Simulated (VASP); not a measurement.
A run of VASP 6.6.1:

Contents of INCAR:

```
PREC = Accurate
ENCUT = 520
EDIFF = 1E-6
ISMEAR = 0
SIGMA = 0.15
LREAL = False
LASPH = True
NELM = 80
ALGO = Fast
ISIF = 2
LWAVE = False
LCHARG = False
GGA = PE
NBANDS = 34
```

Contents of KPOINTS:

```
Automatic mesh
0
Gamma
  13 13 5
```

File POSCAR:

```
Al2Pt
1.0
    2.9732041201     -2.9732041201      0.0000000000
    2.9732041201      0.0000000000     -2.9732041201
    5.9464082403      5.9464082403      5.9464082403
Al Pt
6 3
Direct
    0.6666666667      0.6666666667      0.5833333333
    1.0000000000      0.0000000000      0.2500000000
    0.3333333333      0.3333333333      0.9166666667
    0.6666666667      0.6666666667      0.0833333333
    1.0000000000      1.0000000000      0.7500000000
    0.3333333333      0.3333333333      0.4166666667
    0.0000000000      0.0000000000      0.0000000000
    0.3333333333      0.3333333333      0.6666666667
    0.6666666667      0.6666666667      0.3333333333
```

Potentials or basis: VASP PAW PBE potentials, release 64 (Al, Pt).

Run with:

```console
$ cat potpaw_PBE.64/Al/POTCAR potpaw_PBE.64/Pt/POTCAR > POTCAR
$ mpirun -np 1 vasp_std > vasp.out
```

Hardware: 1 thread of Intel(R) Xeon(R) Platinum 8259CL CPU @ 2.50GHz (Skylake/Cascade Lake) (shared host).

**Question.** How long does it take, and how much memory?

**Answer.** Wall time 6.8 min on 1 thread of Intel(R) Xeon(R) Platinum 8259CL CPU @ 2.50GHz (Skylake/Cascade Lake), on a shared host, peak memory 0.53 GiB. Counts: scf iterations 16, k points 91.
